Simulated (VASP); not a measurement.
Wanted: the native input for a VASP 6.6.1 run.

```
Task                   : single point
Functional             : PBEsol
Potentials or basis    : VASP PAW PBE potentials, release 64 (Ta_pv, O)
Cutoff                 : 520 eV
k mesh                 : 14 × 14 × 8
Occupations            : gaussian, width 0.15 eV
Spin                   : no spin polarisation
Dipole correction      : no
Further INCAR settings : ALGO = Normal; EDIFF = 1e-07; NBANDS = 33
```

The structure of Ta4O lies in POSCAR:

```
Ta4O
1.0
    3.2109380109      0.0000000000      0.0000000000
    0.0000000000      3.2109380109      0.0000000000
    0.0000000000      0.0000000000      7.9844069222
Ta O
4 1
Direct
    0.0000000000      0.0000000000      0.5000000000
    0.5000000000      0.5000000000      0.7827832025
    0.5000000000      0.5000000000      0.2172167975
    0.0000000000      0.0000000000      0.0000000000
    0.5000000000      0.5000000000      0.5000000000
```

This cell differs from its parent crystal: strain +0.0875 x Voigt [0, 0, 1, 0, 0, 0].

These files were run (other wordings do the same):

INCAR

```
ALGO = Normal ; EDIFF = 1E-7
ENCUT = 520 ; GGA = PS
ISIF = 2 ; ISMEAR = 0
LASPH = True ; LCHARG = False
LREAL = False ; LWAVE = False
NBANDS = 33 ; NELM = 60
PREC = Accurate ; SIGMA = 0.15
```

KPOINTS

```
k-points
0
Gamma
  14 14 8
```

Potentials or basis: VASP PAW PBE potentials, release 64 (Ta_pv, O).

Run with:

```sh
$ cat potpaw_PBE.64/Ta_pv/POTCAR potpaw_PBE.64/O/POTCAR > POTCAR
$ mpirun -np 1 vasp_std > vasp.out
```

It gave:

```json
{
  "Pressure": "-16.5 GPa",
  "Largest force": "0.469 eV/Å",
  "Band gap on the k mesh": "zero (bands 25 and 26 overlap by 0.77 eV)"
}
```

Caveat: the cell differs from its parent crystal (strain +0.0875 x Voigt [0, 0, 1, 0, 0, 0]); the stress differs along the axes, from -24 to -13 GPa; the PAW data sets were made with another functional, which shifts forces and pressure a little; spin-orbit coupling is left out, which moves the levels of the heavy elements.

It took 8.4 min on 1 thread of AMD EPYC 7R43 64-Core Processor (Zen 3) (shared host), peak memory 0.43 GiB.
